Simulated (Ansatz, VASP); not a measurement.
**One calculation of PPb2, two programs**

```
P Pb
1.0
     4.51151    0.00000    0.00000
     0.00000    4.51151    0.00000
     0.00000    0.00000    8.16287
P Pb
2 4
Direct
  0.00000 0.50000 0.71544
  0.50000 0.00000 0.28456
  0.00000 0.00000 0.00000
  0.50000 0.50000 0.00000
  0.00000 0.50000 0.36459
  0.50000 0.00000 0.63541
```

Change from the starting cell: species swapped into the Cu2Sb type (P4/nmm, No. 129).

Alike in both runs: functional PBE; k mesh 8 × 8 × 6; occupations gaussian, width 0.1 eV; no spin polarisation.

Ansatz relaxed the structure, and its values are those at the end. VASP's run is a single point on that final structure, the one shown.

|  | VASP | Ansatz |
| --- | --- | --- |
| version | VASP 6.6.1 | Ansatz 0.2.0 |
| potentials or method | VASP PAW PBE potentials, release 64 (P, Pb_d), cutoff 520 eV | scalar-relativistic, plane waves, PAW |
| valence electrons in the cell | 66 | 66 |

|  | VASP | Ansatz | Ansatz less VASP |
| --- | --- | --- | --- |
| gap on the k mesh at the Fermi level (eV) | none | none | - |
| pressure (GPa) | -0.1 | 0.0 | +0.05 |
| rms of the force components (eV/Å) | 0.003 | 0.003 | +0.0001 |

A gap of «none» marks a metal or a gap that the smearing closes.

Spin-orbit coupling is off throughout.
